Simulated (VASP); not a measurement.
# Ta (Immm) in VASP: notebook, part 2 of 2

VASP 6.6.1. Earlier steps stand in the parts before.

**3. Single point, PBE (normal strain along x -0.1100, normal strain along z +0.1500)**

INCAR reads:

```
SYSTEM = Ta
PREC = Accurate
ENCUT = 520
EDIFF = 1E-6
ISMEAR = 0
SIGMA = 0.15
LREAL = .FALSE.
LASPH = .TRUE.
NELM = 80
ALGO = Fast
ISIF = 2
LWAVE = .FALSE.
LCHARG = .TRUE.
GGA = PE
LELF = .TRUE.
LVHAR = .TRUE.
NBANDS = 12
```

KPOINTS reads:

```
Automatic mesh
0
G
  18 18 18
  0 0 0
```

POSCAR reads:

```
Ta
1.0
   -1.4769403763      1.6594835689      1.9084061042
    1.4769403763     -1.6594835689      1.9084061042
    1.4769403763      1.6594835689     -1.9084061042
Ta
1
Direct
    0.0000000000      0.0000000000      0.0000000000
```

Potentials or basis: VASP PAW PBE potentials, release 64 (Ta_pv).

Started as:

```bash
$ cat potpaw_PBE.64/Ta_pv/POTCAR > POTCAR
$ mpirun -np 1 vasp_std > vasp.out
```

It took 3.1 min on 1 thread of Intel Xeon 8259CL, shared host; peak memory 0.3 GiB.

The run converged. Its results:

```yaml
Free_energy: -11.6746 eV
Pressure: -0.5 GPa
Band_gap_on_the_k_mesh: zero (an odd number of electrons rules out a gap without spin polarisation)
```

Stress tensor (GPa, compression positive):
```
 7.46  0.00  0.00
 0.00  0.83  0.00
 0.00  0.00 -9.72
```

Levels at points of the mesh, in eV from the Fermi level:
```
           k point  band 1  band 2  band 3  band 4  band 5  band 6  band 7  band 8  band 9  band 10
(0.00, 0.00, 0.00)  -33.49  -33.47  -33.38   -7.99   -0.62    1.15    1.49    2.39    4.70    12.97
(0.50, 0.00, 0.00)  -34.49  -33.59  -33.45   -4.58    0.31    0.46    1.05    4.18    6.74    10.12
(0.00, 0.50, 0.00)  -34.53  -33.74  -33.57   -4.38   -1.42    1.41    2.05    6.18    6.43    10.87
(0.50, 0.50, 0.00)  -34.47  -33.85  -33.63   -4.33   -2.86    2.27    4.59    6.43    7.11    11.22
(0.50, 0.50, 0.50)  -34.38  -34.12  -33.82   -4.09   -3.52    5.00    6.02    6.46    6.78     8.26
```

Caveat: the cell differs from its parent crystal (normal strain along x -0.1100, normal strain along z +0.1500); the stress differs along the axes, from -10 to 7 GPa; spin-orbit coupling is left out, which moves the levels of the heavy elements.

**4. Single point, PBE (normal strain along x +0.1100, normal strain along z -0.1500)**

INCAR reads:

```
PREC     = Accurate       # precision mode
ENCUT    = 520            # plane-wave cutoff, eV
EDIFF    = 1E-6           # SCF threshold, eV
ISMEAR   = 0              # smearing method
SIGMA    = 0.15           # smearing width, eV
LREAL    = F              # projectors in reciprocal space
LASPH    = T              # aspherical terms in the spheres
NELM     = 80             # most SCF steps
ALGO     = Fast           # electronic algorithm
ISIF     = 2              # what is computed and relaxed
LWAVE    = F              # write WAVECAR
LCHARG   = T              # write CHGCAR
GGA      = PE             # functional
LELF     = T              # ELF
LVHAR    = T            
NBANDS   = 12             # bands
```

KPOINTS reads:

```
regular mesh
0
Gamma
  18 18 18
```

POSCAR reads:

```
Ta
1.0
   -1.8420267615      1.6594835689      1.4105610336
    1.8420267615     -1.6594835689      1.4105610336
    1.8420267615      1.6594835689     -1.4105610336
Ta
1
Direct
    0.0000000000      0.0000000000      0.0000000000
```

Started as:

```bash
$ cat potpaw_PBE.64/Ta_pv/POTCAR > POTCAR
$ mpirun -np 1 vasp_std > vasp.out
```

It took 3 min on 1 thread of Intel Xeon 8259CL, shared host; peak memory 0.29 GiB.

It converged, with:

```yaml
Free_energy: -11.5837 eV
Pressure: 17.8 GPa
Band_gap_on_the_k_mesh: zero (an odd number of electrons rules out a gap without spin polarisation)
```

Stress tensor (GPa, compression positive):
```
 5.76  0.00  0.00
 0.00 14.69  0.00
 0.00  0.00 33.08
```

Levels at points of the mesh, in eV from the Fermi level:
```csv
k point,band 1,band 2,band 3,band 4,band 5,band 6,band 7,band 8,band 9,band 10
"(0.00, 0.00, 0.00)",-33.26,-33.23,-33.06,-8.37,-1.11,1.24,1.57,2.55,5.30,13.32
"(0.50, 0.00, 0.00)",-34.56,-33.70,-33.44,-4.81,-3.22,2.67,4.51,7.30,7.66,11.80
"(0.00, 0.50, 0.00)",-34.62,-33.60,-33.38,-4.80,-2.08,1.98,2.42,7.04,7.06,11.89
"(0.50, 0.50, 0.00)",-34.55,-33.31,-33.18,-4.97,0.53,0.55,0.88,4.03,7.50,11.20
"(0.50, 0.50, 0.50)",-34.38,-34.13,-33.59,-4.66,-4.06,5.77,6.68,7.05,7.53,8.25
```

Caveat: the cell differs from its parent crystal (normal strain along x +0.1100, normal strain along z -0.1500); the stress differs along the axes, from 6 to 33 GPa; spin-orbit coupling is left out, which moves the levels of the heavy elements.

**5. Single point, PBE (normal strain along x -0.1100, normal strain along z +0.0750)**

INCAR reads:

```
SYSTEM = Ta
PREC = Accurate
ENCUT = 520
EDIFF = 1E-7
ISMEAR = 0
SIGMA = 0.15
LREAL = .False.
LASPH = .True.
NELM = 60
ALGO = Fast
ISIF = 2
LWAVE = .False.
LCHARG = .False.
GGA = PE
NBANDS = 12
```

KPOINTS reads:

```
Automatic mesh
0
Gamma
  18 18 18
  0 0 0
```

POSCAR reads:

```
Ta
1.0
   -1.4769403763      1.6594835689      1.7839448366
    1.4769403763     -1.6594835689      1.7839448366
    1.4769403763      1.6594835689     -1.7839448366
Ta
1
Direct
    0.0000000000      0.0000000000      0.0000000000
```

Potentials or basis: VASP PAW PBE potentials, release 64 (Ta_pv).

Started as:

```bash
$ cat potpaw_PBE.64/Ta_pv/POTCAR > POTCAR
$ mpirun -np 1 vasp_std > vasp.out
```

OUTCAR:

```text
SYSTEM = Ta
   PREC = Accurate
   ENCUT = 520
   EDIFF = 1E-7
   ISMEAR = 0
   LREAL = .False.
   LASPH = .True.
   NELM = 60
   ISIF = 2
   GGA = PE

 ion  position               nearest neighbor table
   1  0.000  0.000  0.000-

  LATTYP: Found a body centered orthorhombic cell.
 ALAT       =     2.9538807526
 B/A-ratio  =     1.1235955056
 C/A-ratio  =     1.2078651686

  Lattice vectors:

 A1 = (  -1.4769403763,   1.6594835689,   1.7839448366)
 A2 = (   1.4769403763,  -1.6594835689,   1.7839448366)
[... 541 lines left out ...]
     12      21.3126      0.00000

 [... further k-points ...]

------------------------ aborting loop because EDIFF is reached ----------------------------------------

  FORCE on cell =-STRESS in cart. coord.  units (eV):
  Direction    XX          YY          ZZ          XY          YZ          ZX
  --------------------------------------------------------------------------------------
  -------------------------------------------------------------------------------------
  Total        2.3097271      1.3039305      0.3862760      0.0000000      0.0000000      0.0000000
  in kB      211.5894073    119.4504204     35.3859616      0.0000000      0.0000000      0.0000000
  external PRESSURE =     122.1419297 kB  Pullay stress =       0.0000000 kB

 VOLUME and BASIS-vectors are now :
 -----------------------------------------------------------------------------
  energy-cutoff  :      520.00
  volume of cell :       17.49
      direct lattice vectors                 reciprocal lattice vectors
    -1.476940376  1.659483569  1.783944837     0.000000000  0.301298554  0.280277725
     1.476940376 -1.659483569  1.783944837     0.338537701  0.000000000  0.280277725
     1.476940376  1.659483569 -1.783944837     0.338537701  0.301298554  0.000000000

 POSITION                                       TOTAL-FORCE (eV/Angst)
 -----------------------------------------------------------------------------------
      0.00000      0.00000      0.00000         0.000000      0.000000     -0.000000
 -----------------------------------------------------------------------------------
    total drift:                                0.000000      0.000000     -0.000000

  FREE ENERGIE OF THE ION-ELECTRON SYSTEM (eV)
  ---------------------------------------------------
  free  energy   TOTEN  =       -11.7006033416 eV

  energy  without entropy=      -11.6875612221  energy(sigma->0) =      -11.69408228
```

Wall time 4 min (1 thread of Intel Xeon 8259CL, shared host); peak memory 0.29 GiB.

What came out:

| Property | Result |
| --- | --- |
| Free energy | -11.7006 eV |
| Pressure | 12.2 GPa |
| Band gap on the k mesh | zero (an odd number of electrons rules out a gap without spin polarisation) |

Stress tensor (GPa, compression positive):
```
21.16  0.00  0.00
 0.00 11.95  0.00
 0.00  0.00  3.54
```

Levels at points of the mesh, in eV from the Fermi level:
| k point | band 3 | band 4 | band 5 | band 6 | band 7 | band 8 |
| --- | --- | --- | --- | --- | --- | --- |
| (0.00, 0.00, 0.00) | -33.05 | -8.18 | -0.57 | 1.21 | 1.96 | 2.19 |
| (0.50, 0.00, 0.00) | -33.07 | -4.73 | -0.13 | 0.87 | 1.85 | 4.29 |
| (0.00, 0.50, 0.00) | -33.21 | -4.62 | -1.90 | 1.85 | 2.95 | 6.49 |
| (0.50, 0.50, 0.00) | -33.25 | -4.62 | -2.73 | 2.34 | 4.48 | 6.64 |
| (0.50, 0.50, 0.50) | -33.67 | -4.35 | -3.91 | 6.63 | 6.69 | 6.97 |

Caveat: the cell differs from its parent crystal (normal strain along x -0.1100, normal strain along z +0.0750); the stress differs along the axes, from 4 to 21 GPa; spin-orbit coupling is left out, which moves the levels of the heavy elements.

**6. Summary**

| cell | further INCAR settings | gap on the mesh (eV) | pressure (GPa) |
| --- | --- | --- | --- |
| a = 2.916 Å, angles 101.7, 110.6, 116.5°, 1 atom | ALGO = Fast; EDIFF = 1e-06; NBANDS = 12 | none | -2.8 |
| a = 2.929 Å, angles 119.4, 111.0, 98.7°, 1 atom | ALGO = Fast; EDIFF = 1e-06; NBANDS = 12 | none | -0.5 |
| a = 2.852 Å, angles 99.6, 108.8, 120.7°, 1 atom | ALGO = Fast; EDIFF = 1e-06; NBANDS = 12 | none | 17.8 |
| a = 2.849 Å, angles 117.6, 108.8, 102.5°, 1 atom | ALGO = Fast; EDIFF = 1e-07; NBANDS = 12 | none | 12.2 |

Alike in all rows: task single point; level PBE; potentials or basis VASP PAW PBE potentials, release 64 (Ta_pv); no spin polarisation; k mesh 18 × 18 × 18; cutoff (eV) 520; smearing gaussian 0.15 eV.

Caveats: spin-orbit coupling is left out, which moves the levels of the heavy elements; the stress differs along the axes, from -10 to 2 GPa (at least some runs); the stress differs along the axes, from -10 to 7 GPa (at least some runs); the stress differs along the axes, from 6 to 33 GPa (at least some runs); the stress differs along the axes, from 4 to 21 GPa (at least some runs).

Absolute energies hang on the potentials; compare differences alone.
